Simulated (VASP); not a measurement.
# CuO (Cc) in VASP: notebook

CuO is run at these levels: PBEsol; tasks: single point.

Everything below comes from runs of VASP 6.6.1. Logs are shortened: lines on timing, memory, paths and dates and some standing lists are left out, and cuts for length are marked.

## Step 1: The cell of the first run

The structure is monoclinic, space group Cc (No. 9). The conventional cell has a = 4.689 Å, b = 3.427 Å, c = 5.132 Å, α = 90.00°, β = 99.65°, γ = 90.00°. Within 2.5 Å of Cu (site symmetry 1) lie 4 O at 1.91 to 2.02 Å. Within 2.5 Å of O (site symmetry 1) lie 4 Cu at 1.91 to 2.02 Å.

## Step 2: Single point, PBEsol

INCAR

```
PREC     = Accurate       # precision mode
ENCUT    = 520            # plane-wave cutoff, eV
EDIFF    = 1E-7           # SCF threshold, eV
ISMEAR   = -1             # smearing method
SIGMA    = 0.01           # smearing width, eV
LREAL    = False          # projectors in reciprocal space
LASPH    = True           # aspherical terms in the spheres
NELM     = 80             # most SCF steps
ALGO     = Fast           # electronic algorithm
ISIF     = 2              # what is computed and relaxed
LWAVE    = False          # write WAVECAR
LCHARG   = True           # write CHGCAR
GGA      = PS             # functional
LELF     = True           # ELF
LVHAR    = True         
NBANDS   = 25             # bands
```

KPOINTS

```
regular mesh
0
Gamma
  16 16 8
```

POSCAR

```
CuO
1.0
    2.3446500000     -1.7134000000      0.0000000000
    2.3446500000      1.7134000000      0.0000000000
   -0.8605500000      0.0000000000      5.0594400000
Cu O
2 2
Direct
    0.0032000000      0.4968000000      0.0000000000
    0.4968000000      0.0032000000      0.5000000000
    0.5714000000      0.4056000000      0.2537000000
    0.4056000000      0.5714000000      0.7537000000
```

Potentials or basis: VASP PAW PBE potentials, release 64 (Cu, O).

Started as:

```sh
$ cat potpaw_PBE.64/Cu/POTCAR potpaw_PBE.64/O/POTCAR > POTCAR
$ mpirun -np 1 vasp_std > vasp.out
```

OUTCAR:

```text
PREC = Accurate
   ENCUT = 520
   EDIFF = 1E-7
   ISMEAR = -1
   LREAL = False
   LASPH = True
   NELM = 80
   ISIF = 2
   GGA = PS

 ion  position               nearest neighbor table
   1  0.003  0.497  0.000-   4 1.91   3 1.93   4 1.98   3 2.02
   2  0.497  0.003  0.500-   3 1.91   4 1.93   3 1.98   4 2.02
   3  0.571  0.406  0.254-   2 1.91   1 1.93   2 1.98   1 2.02
   4  0.406  0.571  0.754-   1 1.91   2 1.93   1 1.98   2 2.02

  LATTYP: Found a base centered monoclinic cell.
 ALAT       =     4.6893000000
 B/A-ratio  =     0.7307700510
 C/A-ratio  =     1.0944283424
 COS(beta)  =    -0.1676798048

  Lattice vectors:

 A1 = (   2.3446500000,  -1.7134000000,   0.0000000000)
 A2 = (   2.3446500000,   1.7134000000,   0.0000000000)
 A3 = (  -0.8605500000,   0.0000000000,   5.0594400000)

Analysis of symmetry for initial positions (statically):
=====================================================================
 Subroutine PRICEL returns:
 Original cell was already a primitive cell.

 Routine SETGRP: Setting up the symmetry group for a
 base centered monoclinic supercell.

 Subroutine GETGRP returns: Found  2 space group operations
 (whereof  1 operations were pure point group operations)
 out of a pool of  4 trial point group operations.

The static configuration has the point symmetry C_1 .
 The point group associated with its full space group is C_1h.

Analysis of symmetry for dynamics (positions and initial velocities):
=====================================================================
 Subroutine PRICEL returns:
 Original cell was already a primitive cell.

 Routine SETGRP: Setting up the symmetry group for a
 base centered monoclinic supercell.

 Subroutine GETGRP returns: Found  2 space group operations
 (whereof  1 operations were pure point group operations)
 out of a pool of  4 trial point group operations.

The dynamic configuration has the point symmetry C_1 .
 The point group associated with its full space group is C_1h.

 Subroutine INISYM returns: Found  2 space group operations
 (whereof  1 operations are pure point group operations),
 and found     1 'primitive' translations

----------------------------------------------------------------------------------------

                                     Primitive cell

  volume of cell :      40.6508

  direct lattice vectors                    reciprocal lattice vectors
     2.344650000 -1.713400000  0.000000000     0.213251445 -0.291817439  0.036271510
     2.344650000  1.713400000  0.000000000     0.213251445  0.291817439  0.036271510
    -0.860550000  0.000000000  5.059440000     0.000000000  0.000000000  0.197650333

  length of vectors
     2.903984019  2.903984019  5.132102826     0.363248151  0.363248151  0.197650333

  position of ions in fractional coordinates (direct lattice)
     0.003200000  0.496800000  0.000000000
     0.496800000  0.003200000  0.500000000
     0.571400000  0.405600000  0.253700000
     0.405600000  0.571400000  0.753700000

  ion indices of the primitive-cell ions
   primitive index   ion index
                 1           1
                 2           2
                 3           3
                 4           4

----------------------------------------------------------------------------------------

 KPOINTS: regular mesh

Automatic generation of k-mesh.
 Grid dimensions read from file:
 generate k-points for:   16   16    8

 Generating k-lattice:

  Cartesian coordinates                     Fractional coordinates (reciprocal lattice)
     0.013328215 -0.018238590  0.002266969     0.062500000 -0.000000000  0.000000000
     0.013328215  0.018238590  0.002266969    -0.000000000  0.062500000  0.000000000
     0.000000000  0.000000000  0.024706292     0.000000000  0.000000000  0.125000000

  Length of vectors
     0.022703009  0.022703009  0.024706292

  Shift w.r.t. Gamma in fractional coordinates (k-lattice)
     0.000000000  0.000000000  0.000000000

 Subroutine IBZKPT returns following result:
 ===========================================

 Found    554 irreducible k-points:

 Following reciprocal coordinates:
            Coordinates               Weight
  0.000000  0.000000  0.000000      1.000000
  0.062500  0.000000  0.000000      4.000000
  0.125000  0.000000  0.000000      4.000000
  0.187500  0.000000 -0.000000      4.000000
  0.250000  0.000000  0.000000      4.000000
  0.312500  0.000000  0.000000      4.000000
[... 16 lines left out ...]
 -0.125000  0.062500  0.000000      4.000000
 -0.062500  0.062500  0.000000      2.000000
 [... further k-points ...]
   k-points           NKPTS =    554   k-points in BZ     NKDIM =    554   number of bands    NBANDS=     25
   number of dos      NEDOS =    301   number of ions     NIONS =      4
   total plane-waves  NPLWV =  23040
   dimension x,y,z NGX =    24 NGY =   24 NGZ =   40
   dimension x,y,z NGXF=    48 NGYF=   48 NGZF=   80
   ions per type =               2   2
   NGX,Y,Z   is equivalent  to a cutoff of  13.74, 13.74, 12.96 a.u.
   NGXF,Y,Z  is equivalent  to a cutoff of  27.48, 27.48, 25.91 a.u.
 SYSTEM =  unknown system
   PREC   = accura    normal or accurate (medium, high low for compatibility)
   ISTART =      0    job   : 0-new  1-cont  2-samecut
   ICHARG =      2    charge: 1-file 2-atom 10-const
   ISPIN  =      1    spin polarized calculation?
   LNONCOLLINEAR =      F non collinear calculations
   LSORBIT =      F    spin-orbit coupling
   LASPH  =      T    aspherical Exc in radial PAW
   ENCUT  =  520.0 eV  38.22 Ry    6.18 a.u.   5.40  5.40  9.54*2*pi/ulx,y,z
   NELM   =     80;   NELMIN=  2; NELMDL= -5     # of ELM steps
   EDIFF  = 0.1E-06   stopping-criterion for ELM
   LREAL  =      F    real-space projection
   EDIFFG = 0.1E-05   stopping-criterion for IOM
   NSW    =      0    number of steps for IOM
   IBRION =     -1    ionic relax: 0-MD 1-quasi-New 2-CG
   NFREE  =      0    steps in history (QN), initial steepest desc. (CG)
   ISIF   =      2    stress and relaxation
   ISYM   =      2    0-nonsym 1-usesym 2-fastsym
   POTIM  = 0.5000    time-step for ionic-motion
   TEBEG  =    0.0;   TEEND  =   0.0 temperature during run
   PSTRESS=    0.0 pullay stress
   NELECT =      34.0000    total number of electrons
   NUPDOWN=      -1.0000    fix difference up-down
   EMIN   =  10.00;   EMAX   =-10.00  energy-range for DOS
   EFERMI =   0.00;   METHOD = LEGACY
   ISMEAR =    -1;   SIGMA  =   0.01  broadening in eV -4-tet -1-fermi 0-gaus
   EFERMI_NEDOS =   21; number of points for ismear=-14 and -15
   IALGO  =     68    algorithm
   IMIX   =      4    mixing-type and parameters
     AMIX     =   0.40;   BMIX     =  1.00
     AMIX_MAG =   1.60;   BMIX_MAG =  1.00
  volume/ion in A,a.u.               =      10.16        68.58
  Fermi-wavevector in a.u.,A,eV,Ry     =   1.542451  2.914810 32.370373  2.379155
  Thomas-Fermi vector in A             =   2.648254
   LORBIT       =      0    0 simple, 1 ext, 2 COOP (PROOUT), +10 PAW based schemes
   GGA     = PS    functional components
   LHFCALC =     F    Hartree Fock is set to
   AEXX    =    0.0000 exact exchange contribution
   IVDW    =     0    specifies the selected vdW correction
   LEPSILON=     F    determine dielectric tensor
   LRPA    =     F    only Hartree local field effects (RPA)
 non-spin polarized calculation
 RMM-DIIS sequential band-by-band and
  energy-cutoff  :      520.00
  volume of cell :       40.65
 maximum number of plane-waves:      1129
 NGX is ok and might be reduce to    24
   NGX = 11   NGY = 11   NGZ = 19

 number of electron      33.9999999 magnetization

 Free energy of the ion-electron system (eV)
  ---------------------------------------------------
  ext. energy  EPLUGINS =         0.00000000
  ---------------------------------------------------
  free energy    TOTEN  =       -21.29645411 eV

  energy without entropy =      -21.29571593  energy(sigma->0) =      -21.29608502

 E-fermi :   5.5112     XC(G=0): -12.1684

 val. band max:        5.5105012900   @ k =  -0.3125   0.0625   0.2500
 cond. band min:       5.5153695054   @ k =  -0.2500   0.3125   0.3750
 fundamental gap:      0.0048682153
 Fermi energy:         5.5112230182

 k-point     1 :       0.0000    0.0000    0.0000
  band No.  band energies     occupation
      1     -14.3320      2.00000
      2     -12.9864      2.00000
      3      -2.6742      2.00000
      4      -0.0470      2.00000
      5       0.3182      2.00000
      6       2.1253      2.00000
[... 17 lines left out ...]
     24      21.7237      0.00000
     25      22.1420      0.00000

 k-point     2 :       0.0625    0.0000    0.0000
  band No.  band energies     occupation
      1     -14.3049      2.00000
      2     -12.9775      2.00000
      3      -2.6303      2.00000
      4      -0.0537      2.00000
      5       0.3066      2.00000
      6       1.7493      2.00000
[... 17 lines left out ...]
     24      21.5507      0.00000
     25      22.4200      0.00000

 k-point     3 :       0.1250    0.0000    0.0000
  band No.  band energies     occupation
      1     -14.2263      2.00000
      2     -12.9524      2.00000
      3      -2.5040      2.00000
      4      -0.0777      2.00000
      5       0.2774      2.00000
      6       1.1225      2.00000
[... 17 lines left out ...]
     24      21.0706      0.00000
     25      22.2049      0.00000

 k-point     4 :       0.1875    0.0000   -0.0000
  band No.  band energies     occupation
      1     -14.1053      2.00000
      2     -12.9145      2.00000
      3      -2.3115      2.00000
      4      -0.1235      2.00000
      5       0.2075      2.00000
      6       0.4780      2.00000
[... 17 lines left out ...]
     24      20.5389      0.00000
     25      21.9115      0.00000

 k-point     5 :       0.2500    0.0000    0.0000
  band No.  band energies     occupation
      1     -13.9567      2.00000
      2     -12.8693      2.00000
      3      -2.0805      2.00000
      4      -0.3099      2.00000
      5      -0.1648      2.00000
      6       0.2974      2.00000
[... 17 lines left out ...]
     24      19.8556      0.00000
     25      21.6613      0.00000

 k-point     6 :       0.3125    0.0000    0.0000
  band No.  band energies     occupation
      1     -13.8010      2.00000
      2     -12.8239      2.00000
      3      -1.8489      2.00000
      4      -0.8858      2.00000
      5      -0.2202      2.00000
      6       0.2895      2.00000
[... 17 lines left out ...]
     24      19.1655      0.00000
     25      21.3911      0.00000
[... 393 lines left out ...]
 k-point    21 :      -0.2500    0.0625    0.0000
  band No.  band energies     occupation
      1     -13.9027      2.00000
      2     -12.8479      2.00000
      3      -1.9993      2.00000
      4      -0.4143      2.00000
      5      -0.2135      2.00000
      6       0.2231      2.00000
[... 17 lines left out ...]
     24      19.3865      0.00000
     25      20.9447      0.00000

 k-point    22 :      -0.1875    0.0625    0.0000
  band No.  band energies     occupation
      1     -14.0530      2.00000
      2     -12.8934      2.00000
      3      -2.2318      2.00000
      4      -0.1640      2.00000
      5       0.1470      2.00000
      6       0.3144      2.00000
[... 17 lines left out ...]
     24      19.8955      0.00000
     25      21.3032      0.00000

 k-point    23 :      -0.1250    0.0625    0.0000
  band No.  band energies     occupation
      1     -14.1798      2.00000
      2     -12.9338      2.00000
      3      -2.4322      2.00000
      4      -0.1099      2.00000
      5       0.2382      2.00000
      6       0.8887      2.00000
[... 17 lines left out ...]
     24      20.2929      0.00000
     25      21.7782      0.00000

 k-point    24 :      -0.0625    0.0625    0.0000
  band No.  band energies     occupation
      1     -14.2671      2.00000
      2     -12.9632      2.00000
      3      -2.5712      2.00000
      4      -0.0749      2.00000
      5       0.2802      2.00000
      6       1.4238      2.00000
[... 17 lines left out ...]
     24      20.8604      0.00000
     25      22.2603      0.00000

 [... further k-points ...]
[... 5 lines left out ...]
  --------------------------------------------------------------------------------------
  -------------------------------------------------------------------------------------
  Total       -0.6015939     -0.0218336     -0.9067890      0.0000000      0.0000000     -0.2894945
  in kB      -23.7107220     -0.8605307    -35.7394283      0.0000000      0.0000000    -11.4098972
  external PRESSURE =     -20.1035603 kB  Pullay stress =       0.0000000 kB

 VOLUME and BASIS-vectors are now :
 -----------------------------------------------------------------------------
  energy-cutoff  :      520.00
  volume of cell :       40.65
      direct lattice vectors                 reciprocal lattice vectors
     2.344650000 -1.713400000  0.000000000     0.213251445 -0.291817439  0.036271510
     2.344650000  1.713400000  0.000000000     0.213251445  0.291817439  0.036271510
    -0.860550000  0.000000000  5.059440000     0.000000000  0.000000000  0.197650333

 POSITION                                       TOTAL-FORCE (eV/Angst)
 -----------------------------------------------------------------------------------
      1.17233      0.84573      0.00000        -0.614516      0.336595      0.236029
      0.74205     -0.84573      2.52972        -0.614516     -0.336595      0.236029
      2.07240     -0.28408      1.28358         0.614516      0.369816     -0.236029
      1.64213      0.28408      3.81330         0.614516     -0.369816     -0.236029
 -----------------------------------------------------------------------------------
    total drift:                               -0.000271      0.000000     -0.000450

  FREE ENERGIE OF THE ION-ELECTRON SYSTEM (eV)
  ---------------------------------------------------
  free  energy   TOTEN  =       -21.2964541067 eV

  energy  without entropy=      -21.2957159266  energy(sigma->0) =      -21.29608502
```

Run time: 13 min. Hardware: 1 thread of Oxide Virtual Turin-like, shared host; peak memory 0.5 GiB.

What came out:

```
Free energy            : -21.2965 eV
Pressure               : -2.0 GPa
Largest force          : 0.755 eV/Å
Band gap on the k mesh : zero (bands 17 and 18 overlap by 0.73 eV)
```

Forces on the atoms (eV/Å):
```
Cu  -0.615  0.337  0.236
Cu  -0.615 -0.337  0.236
O    0.615  0.370 -0.236
O    0.615 -0.370 -0.236
```

Stress tensor (GPa, compression positive):
```
-2.37  0.00 -1.14
 0.00 -0.09  0.00
-1.14  0.00 -3.57
```

Caveat: the PAW data sets were made with another functional, which shifts forces and pressure a little; semilocal functionals often make such compounds metallic where correlation or magnetic order opens a gap, which also shifts bond lengths.

## Step 3: Single point, PBEsol

INCAR

```
  PREC = Accurate
  ENCUT = 520
  EDIFF = 1E-7
  ISMEAR = -1
  SIGMA = 0.02
  LREAL = False
  LASPH = True
  NELM = 100
  ALGO = Fast
  ISIF = 2
  LWAVE = False
  LCHARG = False
  GGA = PS
  NBANDS = 25
```

KPOINTS is that of step 2.

POSCAR is that of step 2.

Potentials or basis: VASP PAW PBE potentials, release 64 (Cu, O).

Started as:

```sh
$ cat potpaw_PBE.64/Cu/POTCAR potpaw_PBE.64/O/POTCAR > POTCAR
$ mpirun -np 1 vasp_std > vasp.out
```

Run time: 11 min. Hardware: 1 thread of Oxide Virtual Turin-like, shared host; peak memory 0.51 GiB.

It converged, with:

```yaml
Free_energy: -21.2976 eV
Pressure: -2.0 GPa
Largest_force: 0.756 eV/Å
Band_gap_on_the_k_mesh: zero (bands 17 and 18 overlap by 0.73 eV)
```

Forces in eV/Å, atoms in the order of the input:
```
Cu  -0.615  0.336  0.236
Cu  -0.615 -0.336  0.236
O    0.615  0.370 -0.236
O    0.615 -0.370 -0.236
```

Stress tensor (GPa, compression positive):
```
-2.38  0.00 -1.14
 0.00 -0.10  0.00
-1.14  0.00 -3.56
```

Levels at points of the mesh, in eV from the Fermi level:
| k point | band 13 | band 14 | band 15 | band 16 | band 17 | band 18 | band 19 | band 20 | band 21 | band 22 |
| --- | --- | --- | --- | --- | --- | --- | --- | --- | --- | --- |
| (0.00, 0.00, 0.00) | -2.30 | -2.20 | -2.12 | -1.63 | 0.22 | 0.92 | 1.65 | 5.92 | 8.10 | 13.23 |
| (0.50, 0.00, 0.00) | -2.03 | -1.57 | -1.47 | -1.38 | -0.04 | 0.29 | 4.80 | 6.21 | 6.90 | 11.00 |
| (0.50, 0.50, 0.00) | -2.11 | -2.11 | -1.68 | -1.20 | -0.63 | 1.07 | 3.27 | 6.96 | 8.48 | 9.93 |
| (0.00, 0.00, 0.50) | -2.21 | -2.21 | -1.45 | -1.45 | 0.24 | 0.24 | 3.87 | 3.87 | 11.57 | 11.57 |
| (0.50, 0.00, 0.50) | -2.18 | -2.13 | -1.72 | -1.58 | -0.09 | 0.74 | 5.05 | 6.47 | 7.98 | 8.47 |
| (0.50, 0.50, 0.50) | -1.64 | -1.64 | -1.28 | -1.28 | -0.43 | -0.43 | 5.13 | 5.13 | 8.93 | 8.93 |

Caveat: the PAW data sets were made with another functional, which shifts forces and pressure a little; semilocal functionals often make such compounds metallic where correlation or magnetic order opens a gap, which also shifts bond lengths. With open d or f shells a metallic result of PBEsol can be an artefact of self-interaction; +U or a hybrid may open a gap.

(Part 1 of 2 ends here.)
